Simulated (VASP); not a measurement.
# Mo (P1) in VASP: further runs

The runs below take Mo through single point, with PBE.

All numbers are computed with VASP 6.6.1; they aren't measurements. Logs are shortened: lines on timing, memory, paths and dates and some standing lists are left out, and cuts for length are marked.

## 1. The cell of the first run

The typed cell holds 4 atoms: a = 5.450 Å, b = 5.450 Å, c = 2.725 Å, α = 109.47°, β = 109.47°, γ = 109.47°.

## 2. Single point, PBE

Input file INCAR:

```
SYSTEM = Mo
  PREC = Accurate
  ENCUT = 520
  EDIFF = 1E-7
  ISMEAR = -1
  SIGMA = 0.08
  LREAL = .False.
  LASPH = .True.
  NELM = 80
  ALGO = Normal
  ISIF = 2
  LWAVE = .False.
  LCHARG = .False.
  GGA = PE
  NBANDS = 36
```

Input file KPOINTS:

```
Automatic mesh
0
Gamma
  4 4 8
  0 0 0
```

Input file POSCAR:

```
Mo
1.0
   -3.1468300000      3.1468300000      3.1468300000
    3.1468300000     -3.1468300000      3.1468300000
    1.5734150000      1.5734150000     -1.5734150000
Mo
4
Direct
    0.0217747702      0.0033959572      0.0309219119
   -0.0167482832      0.4900984483     -0.0211708291
    0.5041724529     -0.0033281111     -0.0228992351
    0.4881985999      0.5018702949     -0.0165280616
```

Potentials or basis: VASP PAW PBE potentials, release 64 (Mo_sv).

Started as:

```bash
$ cat potpaw_PBE.64/Mo_sv/POTCAR > POTCAR
$ mpirun -np 1 vasp_std > vasp.out
```

OUTCAR:

```text
SYSTEM = Mo
   PREC = Accurate
   ENCUT = 520
   EDIFF = 1E-7
   ISMEAR = -1
   LREAL = .False.
   LASPH = .True.
   NELM = 80
   ISIF = 2
   GGA = PE

 ion  position               nearest neighbor table
   1  0.022  0.003  0.031-   4 2.62   2 2.69   3 2.69   3 2.76   2 2.78   4 2.84   3 3.03   4 3.12
                             2 3.15   2 3.15   4 3.19   3 3.27
   2  0.983  0.490  0.979-   3 2.68   1 2.69   4 2.72   4 2.73   3 2.78   1 2.78   3 3.06   4 3.13
                             1 3.15   1 3.15   4 3.16   3 3.24
   3  0.504  0.997  0.977-   4 2.68   2 2.68   1 2.69   1 2.76   2 2.78   4 2.78   1 3.03   2 3.06
                             4 3.07   4 3.22   2 3.24   1 3.27
   4  0.488  0.502  0.983-   1 2.62   3 2.68   2 2.72   2 2.73   3 2.78   1 2.84   3 3.07   1 3.12
                             2 3.13   2 3.16   1 3.19   3 3.22

  LATTYP: Found a trigonal (rhomboedric) cell.
 ALAT       =     5.2184271945
 COS(alpha) =    -0.4545454545

  Lattice vectors:

 A1 = (  -1.5734150000,  -1.5734150000,  -4.7202450000)
 A2 = (  -1.5734150000,   4.7202450000,   1.5734150000)
 A3 = (   4.7202450000,  -1.5734150000,   1.5734150000)

Analysis of symmetry for initial positions (statically):
=====================================================================
 Subroutine PRICEL returns:
 Original cell was already a primitive cell.

 Routine SETGRP: Setting up the symmetry group for a
 trigonal (rhombohedral) supercell.

 Subroutine GETGRP returns: Found  1 space group operations
 (whereof  1 operations were pure point group operations)
 out of a pool of 12 trial point group operations.

The static configuration has the point symmetry C_1 .

Analysis of symmetry for dynamics (positions and initial velocities):
=====================================================================
 Subroutine PRICEL returns:
 Original cell was already a primitive cell.

 Routine SETGRP: Setting up the symmetry group for a
 trigonal (rhombohedral) supercell.

 Subroutine GETGRP returns: Found  1 space group operations
 (whereof  1 operations were pure point group operations)
 out of a pool of 12 trial point group operations.

The dynamic configuration has the point symmetry C_1 .

 Subroutine INISYM returns: Found  1 space group operations
 (whereof  1 operations are pure point group operations),
 and found     1 'primitive' translations

----------------------------------------------------------------------------------------

                                     Primitive cell

  volume of cell :      62.3232

  direct lattice vectors                    reciprocal lattice vectors
    -3.146830000  3.146830000  3.146830000     0.000000000  0.158890058  0.158890058
     3.146830000 -3.146830000  3.146830000     0.158890058  0.000000000  0.158890058
     1.573415000  1.573415000 -1.573415000     0.317780115  0.317780115  0.000000000

  length of vectors
     5.450469443  5.450469443  2.725234721     0.224704474  0.224704474  0.449408949

  position of ions in fractional coordinates (direct lattice)
     0.021774770  0.003395957  0.030921912
     0.983251717  0.490098448  0.978829171
     0.504172453  0.996671889  0.977100765
     0.488198600  0.501870295  0.983471938

  ion indices of the primitive-cell ions
   primitive index   ion index
                 1           1
                 2           2
                 3           3
                 4           4

----------------------------------------------------------------------------------------

 KPOINTS: Automatic mesh

Automatic generation of k-mesh.
 Grid dimensions read from file:
 generate k-points for:    4    4    8

 Generating k-lattice:

  Cartesian coordinates                     Fractional coordinates (reciprocal lattice)
     0.000000000  0.039722514  0.039722514     0.250000000  0.000000000  0.000000000
     0.039722514  0.000000000  0.039722514     0.000000000  0.250000000  0.000000000
     0.039722514  0.039722514  0.000000000     0.000000000  0.000000000  0.125000000

  Length of vectors
     0.056176119  0.056176119  0.056176119

  Shift w.r.t. Gamma in fractional coordinates (k-lattice)
     0.000000000  0.000000000  0.000000000

 -----------------------------------------------------------------------------
|                                                                             |
|           W    W    AA    RRRRR   N    N  II  N    N   GGGG   !!!           |
|           W    W   A  A   R    R  NN   N  II  NN   N  G    G  !!!           |
|           W    W  A    A  R    R  N N  N  II  N N  N  G       !!!           |
|           W WW W  AAAAAA  RRRRR   N  N N  II  N  N N  G  GGG   !            |
|           WW  WW  A    A  R   R   N   NN  II  N   NN  G    G                |
|           W    W  A    A  R    R  N    N  II  N    N   GGGG   !!!           |
|                                                                             |
|     Your reciprocal lattice and k-lattice belong to different lattice       |
|     classes:                                                                |
|                                                                             |
|        The reciprocal lattice is rhombohedral (trigonal),                   |
|        whereas your k-lattice is face-centered cubic.                       |
|                                                                             |
|     Results are often still useful ...                                      |
|                                                                             |
 -----------------------------------------------------------------------------

 Subroutine IBZKPT returns following result:
 ===========================================

 Found     68 irreducible k-points:

 Following reciprocal coordinates:
            Coordinates               Weight
  0.000000  0.000000  0.000000      1.000000
  0.250000  0.000000  0.000000      2.000000
 -0.250000  0.250000  0.000000      2.000000
  0.000000 -0.250000  0.000000      2.000000
  0.500000  0.000000  0.000000      1.000000
  0.500000  0.500000  0.000000      1.000000
[... 16 lines left out ...]
  0.250000 -0.250000  0.125000      2.000000
  0.500000  0.500000  0.125000      2.000000
 [... further k-points ...]
   k-points           NKPTS =     68   k-points in BZ     NKDIM =     68   number of bands    NBANDS=     36
   number of dos      NEDOS =    301   number of ions     NIONS =      4
   total plane-waves  NPLWV =  35280
   dimension x,y,z NGX =    42 NGY =   42 NGZ =   20
   dimension x,y,z NGXF=    84 NGYF=   84 NGZF=   40
   ions per type =               4
   NGX,Y,Z   is equivalent  to a cutoff of  12.81, 12.81, 12.20 a.u.
   NGXF,Y,Z  is equivalent  to a cutoff of  25.62, 25.62, 24.40 a.u.
 SYSTEM =  Mo
   PREC   = accura    normal or accurate (medium, high low for compatibility)
   ISTART =      0    job   : 0-new  1-cont  2-samecut
   ICHARG =      2    charge: 1-file 2-atom 10-const
   ISPIN  =      1    spin polarized calculation?
   LNONCOLLINEAR =      F non collinear calculations
   LSORBIT =      F    spin-orbit coupling
   LASPH  =      T    aspherical Exc in radial PAW
   ENCUT  =  520.0 eV  38.22 Ry    6.18 a.u.  10.13 10.13  5.07*2*pi/ulx,y,z
   NELM   =     80;   NELMIN=  2; NELMDL= -5     # of ELM steps
   EDIFF  = 0.1E-06   stopping-criterion for ELM
   LREAL  =      F    real-space projection
   EDIFFG = 0.1E-05   stopping-criterion for IOM
   NSW    =      0    number of steps for IOM
   IBRION =     -1    ionic relax: 0-MD 1-quasi-New 2-CG
   NFREE  =      0    steps in history (QN), initial steepest desc. (CG)
   ISIF   =      2    stress and relaxation
   ISYM   =      2    0-nonsym 1-usesym 2-fastsym
   POTIM  = 0.5000    time-step for ionic-motion
   TEBEG  =    0.0;   TEEND  =   0.0 temperature during run
   PSTRESS=    0.0 pullay stress
   NELECT =      56.0000    total number of electrons
   NUPDOWN=      -1.0000    fix difference up-down
   EMIN   =  10.00;   EMAX   =-10.00  energy-range for DOS
   EFERMI =   0.00;   METHOD = LEGACY
   ISMEAR =    -1;   SIGMA  =   0.08  broadening in eV -4-tet -1-fermi 0-gaus
   EFERMI_NEDOS =   21; number of points for ismear=-14 and -15
   IALGO  =     38    algorithm
   IMIX   =      4    mixing-type and parameters
     AMIX     =   0.40;   BMIX     =  1.00
     AMIX_MAG =   1.60;   BMIX_MAG =  1.00
  volume/ion in A,a.u.               =      15.58       105.14
  Fermi-wavevector in a.u.,A,eV,Ry     =   1.579747  2.985289 33.954710  2.495601
  Thomas-Fermi vector in A             =   2.680079
   LORBIT       =      0    0 simple, 1 ext, 2 COOP (PROOUT), +10 PAW based schemes
   GGA     = PE    functional components
   LHFCALC =     F    Hartree Fock is set to
   AEXX    =    0.0000 exact exchange contribution
   IVDW    =     0    specifies the selected vdW correction
   LEPSILON=     F    determine dielectric tensor
   LRPA    =     F    only Hartree local field effects (RPA)
 non-spin polarized calculation
  energy-cutoff  :      520.00
  volume of cell :       62.32
 maximum number of plane-waves:      1701
 NGX is ok and might be reduce to    42
   NGX = 21   NGY = 21   NGZ = 11

 number of electron      56.0000000 magnetization

 Free energy of the ion-electron system (eV)
  ---------------------------------------------------
  ext. energy  EPLUGINS =         0.00000000
  ---------------------------------------------------
  free energy    TOTEN  =       -43.54239359 eV

  energy without entropy =      -43.47531367  energy(sigma->0) =      -43.50885363

 E-fermi :  12.5254     XC(G=0): -13.4031

 val. band max:       12.5168884107   @ k =   0.2500   0.5000  -0.1250
 cond. band min:      12.5325252534   @ k =   0.0000  -0.2500   0.5000
 fundamental gap:      0.0156368427
 Fermi energy:        12.5254137828

 k-point     1 :       0.0000    0.0000    0.0000
  band No.  band energies     occupation
      1     -48.6182      2.00000
      2     -48.3518      2.00000
      3     -48.3416      2.00000
      4     -48.3390      2.00000
      5     -23.3090      2.00000
      6     -23.2917      2.00000
[... 28 lines left out ...]
     35      14.9644      0.00000
     36      15.0304      0.00000

 k-point     2 :       0.2500    0.0000    0.0000
  band No.  band energies     occupation
      1     -48.5800      2.00000
      2     -48.3896      2.00000
      3     -48.3446      2.00000
      4     -48.3383      2.00000
      5     -23.2050      2.00000
      6     -23.1814      2.00000
[... 850 lines left out ...]
 k-point    24 :       0.5000    0.5000    0.1250
  band No.  band energies     occupation
      1     -48.4593      2.00000
      2     -48.4485      2.00000
      3     -48.3606      2.00000
      4     -48.3205      2.00000
      5     -22.9595      2.00000
      6     -22.8888      2.00000
[... 28 lines left out ...]
     35      14.9708      0.00000
     36      15.0755      0.00000

 [... further k-points ...]
[... 5 lines left out ...]
  --------------------------------------------------------------------------------------
  -------------------------------------------------------------------------------------
  Total        1.8374999      2.2203892      1.9464337     -0.0584811      0.0950603      0.1548585
  in kB       47.2376253     57.0807738     50.0380488     -1.5034069      2.4437675      3.9810336
  external PRESSURE =      51.4521493 kB  Pullay stress =       0.0000000 kB

 VOLUME and BASIS-vectors are now :
 -----------------------------------------------------------------------------
  energy-cutoff  :      520.00
  volume of cell :       62.32
      direct lattice vectors                 reciprocal lattice vectors
    -3.146830000  3.146830000  3.146830000     0.000000000  0.158890058  0.158890058
     3.146830000 -3.146830000  3.146830000     0.158890058  0.000000000  0.158890058
     1.573415000  1.573415000 -1.573415000     0.317780115  0.317780115  0.000000000

 POSITION                                       TOTAL-FORCE (eV/Angst)
 -----------------------------------------------------------------------------------
     -0.00918      0.10649      0.03056        -0.071558     -1.242534     -0.477202
     -0.01176      3.09197      3.09628         0.011504      0.153378      0.550039
      3.08720     -0.01243      3.18552         0.393783      0.579758     -0.455297
      1.59043      1.50439      1.56817        -0.333729      0.509398      0.382461
 -----------------------------------------------------------------------------------
    total drift:                               -0.000222     -0.000019     -0.000087

  FREE ENERGIE OF THE ION-ELECTRON SYSTEM (eV)
  ---------------------------------------------------
  free  energy   TOTEN  =       -43.5423935880 eV

  energy  without entropy=      -43.4753136700  energy(sigma->0) =      -43.50885363
```

Run time: 94 s. Hardware: 1 thread of AMD EPYC 9R45 (Zen 5), shared host; peak memory 0.21 GiB.

Results:

```yaml
Free_energy: -43.5424 eV
Pressure: 5.1 GPa
Largest_force: 1.333 eV/Å
Band_gap_on_the_k_mesh: zero (bands 28 and 29 overlap by 2.23 eV)
```

Forces on the atoms (eV/Å):
```
Mo  -0.072 -1.243 -0.477
Mo   0.012  0.153  0.550
Mo   0.394  0.580 -0.455
Mo  -0.334  0.509  0.382
```

Caveat: the cell stands under pressure; forces of over 1 eV/Å act on the atoms, so gaps and moduli don't describe the material at rest.

## 3. Single point, PBE

Input file INCAR:

```
SYSTEM = Mo
PREC = Accurate
ENCUT = 520
EDIFF = 1E-7
ISMEAR = -1
SIGMA = 0.08
LREAL = .False.
LASPH = .True.
NELM = 80
ALGO = Normal
ISIF = 2
LWAVE = .False.
LCHARG = .False.
GGA = PE
NBANDS = 36
```

Input file KPOINTS:

```
regular mesh
0
Gamma
  4 4 8
  0 0 0
```

Input file POSCAR:

```
Mo
1.0
   -3.1468300000      3.1468300000      3.1468300000
    3.1468300000     -3.1468300000      3.1468300000
    1.5734150000      1.5734150000     -1.5734150000
Mo
4
Direct
    0.0217719101      0.0033959572      0.0309161919
   -0.0167455821      0.4900997194     -0.0211679690
    0.5041710229     -0.0033281111     -0.0228976462
    0.4882001888      0.5018690237     -0.0165267905
```

Potentials or basis: VASP PAW PBE potentials, release 64 (Mo_sv).

Started as:

```bash
$ cat potpaw_PBE.64/Mo_sv/POTCAR > POTCAR
$ mpirun -np 1 vasp_std > vasp.out
```

It took 98 s on 1 thread of AMD EPYC 9R45 (Zen 5), shared host; peak memory 0.21 GiB.

The run converged. Its results:

| Quantity | Value |
| --- | --- |
| Free energy | -43.5424 eV |
| Pressure | 5.1 GPa |
| Largest force | 1.333 eV/Å |
| Band gap on the k mesh | zero (bands 28 and 29 overlap by 2.23 eV) |

Forces in eV/Å, atoms in the order of the input:
```
Mo  -0.072 -1.242 -0.477
Mo   0.012  0.153  0.550
Mo   0.394  0.580 -0.455
Mo  -0.334  0.509  0.382
```

Stress tensor (GPa, compression positive):
```
 4.72 -0.15  0.40
-0.15  5.71  0.24
 0.40  0.24  5.00
```

Levels at points of the mesh, in eV from the Fermi level:
| k point | band 25 | band 26 | band 27 | band 28 | band 29 | band 30 | band 31 | band 32 |
| --- | --- | --- | --- | --- | --- | --- | --- | --- |
| (0.00, 0.00, 0.00) | -1.24 | -1.17 | 1.63 | 1.65 | 1.72 | 1.76 | 1.79 | 1.79 |
| (0.50, 0.00, 0.00) | -1.98 | -1.68 | -1.30 | -1.01 | 0.93 | 1.00 | 1.17 | 1.24 |
| (0.50, 0.50, 0.00) | -1.90 | -1.64 | -1.29 | -1.10 | 0.98 | 1.13 | 1.17 | 1.20 |
| (0.00, 0.50, 0.00) | -1.76 | -1.58 | -1.46 | -1.29 | 1.05 | 1.10 | 1.20 | 1.30 |
| (0.00, 0.00, 0.50) | 1.66 | 1.71 | 1.71 | 1.74 | 1.80 | 1.83 | 2.40 | 2.42 |
| (0.50, 0.00, 0.50) | -1.62 | -1.53 | -0.80 | -0.52 | 0.35 | 0.48 | 1.16 | 1.71 |
| (0.50, 0.50, 0.50) | -1.65 | -1.53 | -0.70 | -0.60 | 0.42 | 0.48 | 1.18 | 1.77 |
| (0.00, 0.50, 0.50) | -1.74 | -1.47 | -0.81 | -0.66 | 0.56 | 0.65 | 1.13 | 1.89 |

Caveat: the cell stands under pressure; forces of over 1 eV/Å act on the atoms, so gaps and moduli don't describe the material at rest.
